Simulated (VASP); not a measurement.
# Ge2Sb2Te5 (P-3m1) in VASP: notebook, part 2 of 2

VASP 6.6.1. The steps go on from the part before.

## (3) Single point, LDA

This run uses another cell than the first one, of 28.28 Å³/atom.

INCAR reads:

```
SYSTEM = Ge2Sb2Te5
  PREC = Accurate
  ENCUT = 520
  EDIFF = 1E-6
  ISMEAR = 0
  SIGMA = 0.01
  LREAL = .FALSE.
  LASPH = .TRUE.
  NELM = 60
  ALGO = Normal
  ISIF = 2
  LWAVE = .FALSE.
  LCHARG = .TRUE.
  LELF = .TRUE.
  LVHAR = .TRUE.
  NBANDS = 44
```

KPOINTS reads:

```
Automatic mesh
0
G
  9 9 2
  0 0 0
```

POSCAR reads:

```
Ge2Sb2Te5
1.0
    4.1965413590      0.0000000000      0.0000000000
   -2.0982706795      3.6343114249      0.0000000000
    0.0000000000      0.0000000000     16.6887628451
Ge Sb Te
2 2 5
Direct
    0.3333333333      0.6666666667      0.8994290209
    0.6666666667      0.3333333333      0.1005709791
    0.0000000000      0.0000000000      0.6818865097
    0.0000000000      0.0000000000      0.3181134903
    0.0000000000      0.0000000000      0.0000000000
    0.6666666667      0.3333333333      0.8009916057
    0.3333333333      0.6666666667      0.1990083943
    0.3333333333      0.6666666667      0.5791082446
    0.6666666667      0.3333333333      0.4208917554
```

Potentials or basis: VASP PAW LDA potentials, release 64 (Ge_d, Sb, Te).

Run with:

```sh
$ cat potpaw_LDA.64/Ge_d/POTCAR potpaw_LDA.64/Sb/POTCAR potpaw_LDA.64/Te/POTCAR > POTCAR
$ mpirun -np 1 vasp_std > vasp.out
```

OUTCAR:

```text
SYSTEM = Ge2Sb2Te5
   PREC = Accurate
   ENCUT = 520
   EDIFF = 1E-6
   ISMEAR = 0
   LREAL = .FALSE.
   LASPH = .TRUE.
   NELM = 60
   ISIF = 2

 ion  position               nearest neighbor table
   1  0.333  0.667  0.899-   6 2.93   6 2.93   6 2.93   5 2.95   5 2.95   5 2.95
   2  0.667  0.333  0.101-   7 2.93   7 2.93   7 2.93   5 2.95   5 2.95   5 2.95
   3  0.000  0.000  0.682-   8 2.97   8 2.97   8 2.97   6 3.13   6 3.13   6 3.13
   4  0.000  0.000  0.318-   9 2.97   9 2.97   9 2.97   7 3.13   7 3.13   7 3.13
   5  0.000  0.000  0.000-   1 2.95   2 2.95   1 2.95   2 2.95   2 2.95   1 2.95
   6  0.667  0.333  0.801-   1 2.93   1 2.93   1 2.93   3 3.13   3 3.13   3 3.13
   7  0.333  0.667  0.199-   2 2.93   2 2.93   2 2.93   4 3.13   4 3.13   4 3.13
   8  0.333  0.667  0.579-   3 2.97   3 2.97   3 2.97   9 3.58   9 3.58   9 3.58
   9  0.667  0.333  0.421-   4 2.97   4 2.97   4 2.97   8 3.58   8 3.58   8 3.58

  LATTYP: Found a hexagonal cell.
 ALAT       =     4.1965413590
 C/A-ratio  =     3.9767897936

  Lattice vectors:

 A1 = (   4.1965413590,   0.0000000000,   0.0000000000)
 A2 = (  -2.0982706795,   3.6343114249,   0.0000000000)
 A3 = (   0.0000000000,   0.0000000000,  16.6887628451)

Analysis of symmetry for initial positions (statically):
=====================================================================
 Subroutine PRICEL returns:
 Original cell was already a primitive cell.

 Routine SETGRP: Setting up the symmetry group for a
 hexagonal supercell.

 Subroutine GETGRP returns: Found 12 space group operations
 (whereof 12 operations were pure point group operations)
 out of a pool of 24 trial point group operations.

The static configuration has the point symmetry D_3d.

Analysis of symmetry for dynamics (positions and initial velocities):
=====================================================================
 Subroutine PRICEL returns:
 Original cell was already a primitive cell.

 Routine SETGRP: Setting up the symmetry group for a
 hexagonal supercell.

[... 143 lines left out ...]
   LHFCALC =     F    Hartree Fock is set to
   AEXX    =    0.0000 exact exchange contribution
   IVDW    =     0    specifies the selected vdW correction
   LEPSILON=     F    determine dielectric tensor
   LRPA    =     F    only Hartree local field effects (RPA)
 non-spin polarized calculation
 Gauss-broadening in eV      SIGMA  =   0.01
  energy-cutoff  :      520.00
  volume of cell :      254.53
 maximum number of plane-waves:      6902
 NGX is ok and might be reduce to    32
   NGX = 15   NGY = 15   NGZ = 63

 number of electron      68.0000002 magnetization

 Free energy of the ion-electron system (eV)
  ---------------------------------------------------
  ext. energy  EPLUGINS =         0.00000000
  ---------------------------------------------------
  free energy    TOTEN  =       -39.96211434 eV

  energy without entropy =      -39.96211195  energy(sigma->0) =      -39.96211315

 E-fermi :   7.0698     XC(G=0):  -9.9592

 val. band max:        7.0513072117   @ k =   0.0000   0.0000   0.0000
 cond. band min:       7.0898441693   @ k =   0.0000   0.0000   0.0000
 fundamental gap:      0.0385369576
 Fermi energy:         7.0697665851

 k-point     1 :       0.0000    0.0000    0.0000
  band No.  band energies     occupation
      1     -18.1057      2.00000
      2     -18.1057      2.00000
      3     -18.1046      2.00000
      4     -18.1046      2.00000
      5     -18.0965      2.00000
      6     -18.0963      2.00000
[... 1117 lines left out ...]
     43      11.2125      0.00000
     44      12.1282      0.00000

------------------------ aborting loop because EDIFF is reached ----------------------------------------

  FORCE on cell =-STRESS in cart. coord.  units (eV):
  Direction    XX          YY          ZZ          XY          YZ          ZX
  --------------------------------------------------------------------------------------
  -------------------------------------------------------------------------------------
  Total        0.0614966      0.0614966      0.0859033     -0.0000000      0.0000000     -0.0000000
  in kB        0.3871006      0.3871006      0.5407330     -0.0000000      0.0000000     -0.0000000
  external PRESSURE =       0.4383114 kB  Pullay stress =       0.0000000 kB

 VOLUME and BASIS-vectors are now :
 -----------------------------------------------------------------------------
  energy-cutoff  :      520.00
  volume of cell :      254.53
      direct lattice vectors                 reciprocal lattice vectors
     4.196541359  0.000000000  0.000000000     0.238291468  0.137577643  0.000000000
    -2.098270680  3.634311425  0.000000000     0.000000000  0.275155286  0.000000000
     0.000000000  0.000000000 16.688762845     0.000000000  0.000000000  0.059920559

 POSITION                                       TOTAL-FORCE (eV/Angst)
 -----------------------------------------------------------------------------------
     -0.00000      2.42287     15.01036         0.000000      0.000000     -0.000493
      2.09827      1.21144      1.67841        -0.000000      0.000000      0.000493
      0.00000      0.00000     11.37984         0.000000      0.000000      0.042194
      0.00000      0.00000      5.30892         0.000000     -0.000000     -0.042194
      0.00000      0.00000      0.00000         0.000000      0.000000      0.000000
      2.09827      1.21144     13.36756         0.000000      0.000000     -0.004085
     -0.00000      2.42287      3.32120        -0.000000      0.000000      0.004085
     -0.00000      2.42287      9.66460         0.000000      0.000000     -0.050684
      2.09827      1.21144      7.02416        -0.000000      0.000000      0.050684
 -----------------------------------------------------------------------------------
    total drift:                               -0.000000      0.000000      0.000000

  FREE ENERGIE OF THE ION-ELECTRON SYSTEM (eV)
  ---------------------------------------------------
  free  energy   TOTEN  =       -39.9621143435 eV

  energy  without entropy=      -39.9621119532  energy(sigma->0) =      -39.96211315
```

Wall time 3.8 min (1 thread of Intel Xeon Platinum 8488C (Sapphire Rapids), shared host); peak memory 0.44 GiB.

What came out:

- Free energy: -39.9621 eV
- Pressure: 0.0 GPa
- Largest force: 0.051 eV/Å
- Band gap on the k mesh: 0.04 eV

Forces on the atoms (eV/Å):
```
Ge   0.000  0.000  0.000
Ge   0.000  0.000  0.000
Sb   0.000  0.000  0.042
Sb   0.000  0.000 -0.042
Te   0.000  0.000  0.000
Te   0.000  0.000 -0.004
Te   0.000  0.000  0.004
Te   0.000  0.000 -0.051
Te   0.000  0.000  0.051
```

Levels at points of the mesh, in eV from the valence-band top:
| k point | band 32 | band 33 | band 34 | band 35 | band 36 | band 37 |
| --- | --- | --- | --- | --- | --- | --- |
| (0.00, 0.00, 0.00) | -1.19 | -0.90 | 0.00 | 0.04 | 0.04 | 0.16 |
| (0.00, 0.00, 0.50) | -1.49 | -0.77 | -0.19 | 0.28 | 0.28 | 0.41 |

Caveat: spin-orbit coupling is left out, which moves the levels of the heavy elements; an odd mesh through Γ misses points on the zone boundary, where band edges can lie.
